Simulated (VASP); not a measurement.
**BN: single point with HSE06**

Crystal: BN.

```
CELL_PARAMETERS angstrom
2.54395 0.00000 0.00000
-1.27197 2.20313 0.00000
0.00000 0.00000 4.20782
ATOMIC_POSITIONS crystal
B 0.33333 0.66667 0.00020
B 0.66667 0.33333 0.50020
N 0.33333 0.66667 0.37480
N 0.66667 0.33333 0.87480
```

| Property | Result |
| --- | --- |
| Program | VASP 6.6.1 |
| Task | single point |
| Functional | HSE06 |
| Potentials or basis | VASP PAW PBE potentials, release 64 (B, N) |
| Cutoff | 520 eV |
| k mesh | 9 × 9 × 4 |
| Occupations | gaussian, width 0.01 eV |
| Spin | no spin polarisation |
| Dipole correction | no |
| Grid for exact exchange (PRECFOCK) | Normal |
| Further INCAR settings | ALGO = Normal; EDIFF = 1e-06; NBANDS = 16 |
| Share of exact exchange | 0.25 |
| Screening parameter | 0.2079 1/Å |

- Pressure: -4.0 GPa
- Largest force: 0.009 eV/Å
- Band gap on the k mesh: 6.51 eV (least direct gap 9.94 eV)

Forces in eV/Å, atoms in the order of the input:
```
B    0.000  0.000 -0.009
B    0.000  0.000 -0.009
N    0.000  0.000  0.009
N    0.000  0.000  0.009
```

Stress tensor (GPa, compression positive):
```
-3.76  0.00  0.00
 0.00 -3.76  0.00
 0.00  0.00 -4.36
```

Levels at points of the mesh, in eV from the valence-band top:
```tsv
k point	band 5	band 6	band 7	band 8	band 9	band 10	band 11	band 12
(0.00, 0.00, 0.00)	-2.30	-0.27	0.00	0.00	10.08	10.08	10.34	11.24
(0.00, 0.00, 0.50)	-1.27	-1.27	-1.27	-1.27	11.22	11.22	11.73	11.73
```

Run time: 94 min on 1 thread of Oxide Virtual Turin-like Processor, on a shared host, peak memory 0.22 GiB.

Caveat: the cell stands under tension; the structure was generated, so it needn't be the stable form of BN; the PAW data sets were made with another functional, which shifts forces and pressure a little. A k mesh can miss the band edges.
